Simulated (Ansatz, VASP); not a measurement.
# Cd: VASP beside Ansatz

```
Cd
1.0
     0.00000    2.16722    2.16722
     2.16722    0.00000    2.16722
     2.16722    2.16722    0.00000
Cd
1
Cartesian
  0.0000 0.0000 0.0000
```

Alike in both runs: task single point; functional r2SCAN; k mesh 16 × 16 × 16; occupations gaussian, width 0.1 eV; no spin polarisation.

|  | VASP | Ansatz |
| --- | --- | --- |
| version | VASP 6.6.1 | Ansatz 0.2.0 |
| potentials or method | VASP PAW PBE potentials, release 64 (Cd), cutoff 520 eV | scalar-relativistic, plane waves, PAW |
| valence electrons in the cell | 12 | 20 |

```tsv
	VASP	Ansatz	Ansatz less VASP
gap on the k mesh at the Fermi level (eV)	none	none	-
pressure (GPa)	4.5	4.1	-0.45
```

VASP's potentials were made for PBE, not for r2SCAN. A gap of «none» marks a metal or a gap that the smearing closes. VASP's potentials hold 12 valence electrons a cell and Ansatz's 20, so a difference there can come from the potentials and not from the codes.
